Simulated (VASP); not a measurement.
# Al (Fm-3m) in VASP: a series of runs, part 2 of 2

VASP 6.6.1.

## Step 3: Relaxation of cell and atoms, PBEsol

This run uses another cell than the first one: it holds 1 atom, not 2.

Input file INCAR:

```
SYSTEM = Al
PREC = Accurate
ENCUT = 600
EDIFF = 1E-7
ISMEAR = -1
SIGMA = 0.08
LREAL = .False.
LASPH = .True.
NELM = 80
ALGO = Normal
ISIF = 3
LWAVE = .False.
LCHARG = .False.
GGA = PS
IBRION = 2
NSW = 60
EDIFFG = -0.005
```

Input file KPOINTS:

```
regular mesh
0
Gamma
  18 18 18
  0 0 0
```

Input file POSCAR:

```
Al
1.0
    0.0000000000      2.0251003354      2.0251003354
    2.0251003354      0.0000000000      2.0251003354
    2.0251003354      2.0251003354      0.0000000000
Al
1
Direct
    0.0000000000      0.0000000000      0.0000000000
```

Potentials or basis: VASP PAW PBE potentials, release 64 (Al).

The run is started by

```sh
> cat potpaw_PBE.64/Al/POTCAR > POTCAR
> mpirun -np 1 vasp_std > vasp.out
```

OUTCAR:

```text
SYSTEM = Al
   PREC = Accurate
   ENCUT = 600
   EDIFF = 1E-7
   ISMEAR = -1
   LREAL = .False.
   LASPH = .True.
   NELM = 80
   ISIF = 3
   GGA = PS
   IBRION = 2
   NSW = 60
   EDIFFG = -0.005

 ion  position               nearest neighbor table
   1  0.000  0.000  0.000-

  LATTYP: Found a face centered cubic cell.
 ALAT       =     4.0502006708

  Lattice vectors:

 A1 = (   0.0000000000,   2.0251003354,   2.0251003354)
 A2 = (   2.0251003354,   0.0000000000,   2.0251003354)
 A3 = (   2.0251003354,   2.0251003354,   0.0000000000)

Analysis of symmetry for initial positions (statically):
=====================================================================
 Subroutine PRICEL returns:
 Original cell was already a primitive cell.

 Routine SETGRP: Setting up the symmetry group for a
 face centered cubic supercell.

 Subroutine GETGRP returns: Found 48 space group operations
 (whereof 48 operations were pure point group operations)
 out of a pool of 48 trial point group operations.

The static configuration has the point symmetry O_h .

[... 165 lines left out ...]
  -------------------------------------------------------------------------------------
  Total       -0.2035293     -0.2035293     -0.2035293     -0.0000000      0.0000000      0.0000000
  in kB      -19.6321482    -19.6321482    -19.6321482     -0.0000000      0.0000000      0.0000000
  external PRESSURE =     -19.6321482 kB  Pullay stress =       0.0000000 kB
[... 57 lines left out ...]
--------------------------------------- Ionic step        3  -------------------------------------------

 number of electron       3.0000000 magnetization

 Free energy of the ion-electron system (eV)
  ---------------------------------------------------
  ext. energy  EPLUGINS =         0.00000000
  ---------------------------------------------------
  free energy    TOTEN  =        -4.09467262 eV

  energy without entropy =       -4.08511345  energy(sigma->0) =       -4.08989304

 E-fermi :   8.1348     XC(G=0): -10.3254

 val. band max:        8.1230568768   @ k =  -0.2778   0.2778   0.0556
 cond. band min:       8.1459280405   @ k =  -0.4444   0.3333   0.1111
 fundamental gap:      0.0228711637
 Fermi energy:         8.1348454597

 k-point     1 :       0.0000    0.0000    0.0000
  band No.  band energies     occupation
      1      -3.1135      2.00000
      2      20.8457      0.00000
      3      20.8457      0.00000
      4      20.8457      0.00000
      5      22.4801      0.00000
[... 177 lines left out ...]
 k-point    24 :      -0.2222    0.0556    0.0000
  band No.  band energies     occupation
      1      -1.4526      2.00000
      2      12.0231      0.00000
      3      17.5335      0.00000
      4      20.4112      0.00000
      5      22.1694      0.00000

 [... further k-points ...]

------------------------ aborting loop because EDIFF is reached ----------------------------------------

  FORCE on cell =-STRESS in cart. coord.  units (eV):
  Direction    XX          YY          ZZ          XY          YZ          ZX
  --------------------------------------------------------------------------------------
  -------------------------------------------------------------------------------------
  Total        0.0002970      0.0002970      0.0002970      0.0000000     -0.0000000      0.0000000
  in kB        0.0293820      0.0293820      0.0293820      0.0000000     -0.0000000      0.0000000
  external PRESSURE =       0.0293820 kB  Pullay stress =       0.0000000 kB
[... 16 lines left out ...]
  FREE ENERGIE OF THE ION-ELECTRON SYSTEM (eV)
  ---------------------------------------------------
  free  energy   TOTEN  =        -4.0946726226 eV

  energy  without entropy=       -4.0851134487  energy(sigma->0) =       -4.08989304

 reached required accuracy - stopping structural energy minimisation
```

OSZICAR:

```text
N       E                     dE             d eps       ncg     rms          rms(c)
DAV:   1    -0.162347344672E+01   -0.16235E+01   -0.88965E+02  1980   0.370E+02
DAV:   2    -0.409892307913E+01   -0.24754E+01   -0.22770E+01  2470   0.334E+01
DAV:   3    -0.412035590265E+01   -0.21433E-01   -0.21397E-01  2710   0.377E+00
[... 16 lines left out ...]
       N       E                     dE             d eps       ncg     rms          rms(c)
DAV:   1    -0.409468078263E+01   -0.81012E-04   -0.84382E-04  2460   0.187E-01    0.252E-02
DAV:   2    -0.409467616437E+01    0.46183E-05   -0.56513E-06  2120   0.204E-02    0.901E-03
DAV:   3    -0.409467300320E+01    0.31612E-05   -0.99691E-07  2515   0.607E-03    0.324E-03
DAV:   4    -0.409467263193E+01    0.37127E-06   -0.10880E-07  1800   0.200E-03    0.186E-03
DAV:   5    -0.409467262259E+01    0.93307E-08   -0.34462E-09  1120   0.533E-04
   3 F= -.40946726E+01 E0= -.40898930E+01  d E =-.261608E-02
```

Run time: 8.1 s. Hardware: 1 thread of Intel Xeon 6975P-C (Granite Rapids), shared host; peak memory 0.15 GiB.

Results:

- Free energy: -4.0947 eV
- Relaxed volume: 16.19 Å³/atom
- Relaxed cell: a = 2.840 Å, b = 2.840 Å, c = 2.840 Å, α = 60.00°, β = 60.00°, γ = 60.00°
- Space group after relaxing (to 0.1 Å): Fm-3m (No. 225)
- Energy gained by relaxing: 2.6 meV/atom
- Ionic steps: 3
- Pressure after relaxing: 0.0 GPa
- Band gap on the k mesh: zero (an odd number of electrons rules out a gap without spin polarisation)

Step by step:
```tsv
step	energy change (eV)	largest force (eV/Å)	pressure (GPa)	volume (Å³)
1	0.0000	0.0000	-1.96	16.61
2	-0.0025	0.0000	0.35	16.13
3	-0.0026	0.0000	0.00	16.19
```

Final structure:
```cif
data_structure
_symmetry_space_group_name_H-M 'P 1'
_symmetry_Int_Tables_number 1
_cell_length_a 2.8398
_cell_length_b 2.8398
_cell_length_c 2.8398
_cell_angle_alpha 60.000
_cell_angle_beta 60.000
_cell_angle_gamma 60.000
_cell_volume 16.19
loop_
_atom_site_label
_atom_site_type_symbol
_atom_site_fract_x
_atom_site_fract_y
_atom_site_fract_z
_atom_site_occupancy
Al1 Al 0.00000 0.00000 0.00000 1
```

Caveat: the PAW data sets were made with another functional, which shifts forces and pressure a little.

The gap in the log of VASP goes by the Fermi energy; the results here count the filled bands.